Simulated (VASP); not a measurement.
YTl, 2 atoms in the cell. It takes space group Pm-3m (No. 221, cubic). Conventional cell: a = 3.763 Å, b = 3.763 Å, c = 3.763 Å, α = 90.00°, β = 90.00°, γ = 90.00°. Within 4.3 Å of Y (site symmetry m-3m) lie 8 Tl at 3.26 Å and 6 Y at 3.76 Å. Tl (site symmetry m-3m) has 8 Y at 3.26 Å and 6 Tl at 3.76 Å within 4.3 Å. 

| Item | Value |
| --- | --- |
| Program | VASP 6.6.1 |
| Task | single point |
| Functional | PBEsol |
| Potentials or basis | VASP PAW PBE potentials, release 64 (Y_sv, Tl_d) |
| Cutoff | 520 eV |
| k mesh | 8 × 8 × 8 |
| Occupations | gaussian, width 0.05 eV |
| Spin | no spin polarisation |
| Dipole correction | no |
| Further INCAR settings | ALGO = Normal; EDIFF = 1e-06; NBANDS = 19 |

Potentials or basis: VASP PAW PBE potentials, release 64 (Y_sv, Tl_d).

The run is started by

```sh
$ cat potpaw_PBE.64/Y_sv/POTCAR potpaw_PBE.64/Tl_d/POTCAR > POTCAR
$ mpirun -np 1 vasp_std > vasp.out
```

Hardware: 1 thread of Intel(R) Xeon(R) Platinum 8375C CPU @ 2.90GHz (Ice Lake), on a shared host.

Q: How long does it take, and how much memory?

A: Run time: 26 s on 1 thread of Intel(R) Xeon(R) Platinum 8375C CPU @ 2.90GHz (Ice Lake), with other jobs on the host, peak memory 0.19 GiB. Counts: scf iterations 12, k points 35.
